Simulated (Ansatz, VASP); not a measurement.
# BaTiO3: VASP beside Ansatz

```
CELL_PARAMETERS angstrom
3.91815 0.00000 0.00000
0.00000 3.91815 0.00000
0.00000 0.00000 3.93598
ATOMIC_POSITIONS crystal
Ba 0.00000 0.00000 0.00000
Ti 0.50000 0.50000 0.48200
O 0.50000 0.50000 0.01600
O 0.50000 0.00000 0.51500
O 0.00000 0.50000 0.51500
```

Change from the starting cell: volume scaled by 0.94, crystal datasets.

Alike in both runs: task electric field gradients; functional PBEsol; k mesh 7 × 7 × 7; occupations fermi-dirac, width 0.08 eV; no spin polarisation.

```csv
,VASP,Ansatz
version,VASP 6.6.1,Ansatz 0.2.0
potentials or method,"VASP PAW PBE potentials, release 64 (Ba_sv, Ti_sv, O), cutoff 520 eV","all-electron PAW with datasets made for the crystal, scalar-relativistic"
```

Ansatz gave:

* pressure (GPa): 7.9
* traceless stress, the component that is largest in VASP (GPa): 1.30
* rms of the force components (eV/Å): 0.109
* size of Vzz on the site where it differs most (V/Å²): 1.6

Problem. Estimate VASP's values.

Solution. Pressure (GPa): 10.2; traceless stress, the component that is largest in VASP (GPa): 1.38; rms of the force components (eV/Å): 0.126; size of Vzz on the site where it differs most (V/Å²): 2.3.

VASP's potentials were made for PBE, not for PBEsol. Atom by atom the forces differ by 0.022 eV/Å (rms over components). Ansatz ran all-electron here, and VASP with PAW potentials.

Neither program's run includes spin-orbit coupling.
